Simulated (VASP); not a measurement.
Input of a VASP 6.6.1 run:

POSCAR

```
BP
1.0
    0.0000000000      2.4505200000      2.3597600000
    2.4505200000      0.0000000000      2.3597600000
    2.4505200000      2.4505200000      0.0000000000
B P
1 1
Direct
    0.0000000000      0.0000000000      0.0000000000
    0.7500000000      0.7500000000      0.7500000000
```

INCAR.step1

```
PREC = Accurate
ENCUT = 520
ISMEAR = 0
SIGMA = 0.05
LREAL = False
LASPH = True
NELM = 80
NBANDS = 11
GGA = PE
ALGO = Normal
EDIFF = 1E-4
LWAVE = True
LCHARG = False
```

File INCAR.step2:

```
PREC = Accurate
ENCUT = 520
EDIFF = 1E-6
ISMEAR = 0
SIGMA = 0.05
LREAL = False
LASPH = True
NELM = 80
ALGO = Normal
ISIF = 2
LWAVE = False
LCHARG = True
METAGGA = R2SCAN
LMIXTAU = True
LELF = True
LVHAR = True
NBANDS = 11
ISTART = 1
```

KPOINTS

```
regular mesh
0
Gamma
  10 10 10
```

Potentials or basis: VASP PAW PBE potentials, release 64 (B, P).

The run is started by

```console
$ cat potpaw_PBE.64/B/POTCAR potpaw_PBE.64/P/POTCAR > POTCAR
$ cp INCAR.step1 INCAR
$ mpirun -np 1 vasp_std > vasp.out
$ cp INCAR.step2 INCAR
$ mpirun -np 1 vasp_std > vasp.out
```

(1) What does it give for the pressure?

(2) Estimate the band gap on the k mesh.

## Answers

(1) -23.0 GPa.

(2) 1.14 eV, indirect (least direct gap 3.04 eV).

Caveat: the cell differs from its parent crystal (strain +0.080 along x and y, +0.040 along z); the PAW data sets were made with another functional, which shifts forces and pressure a little.
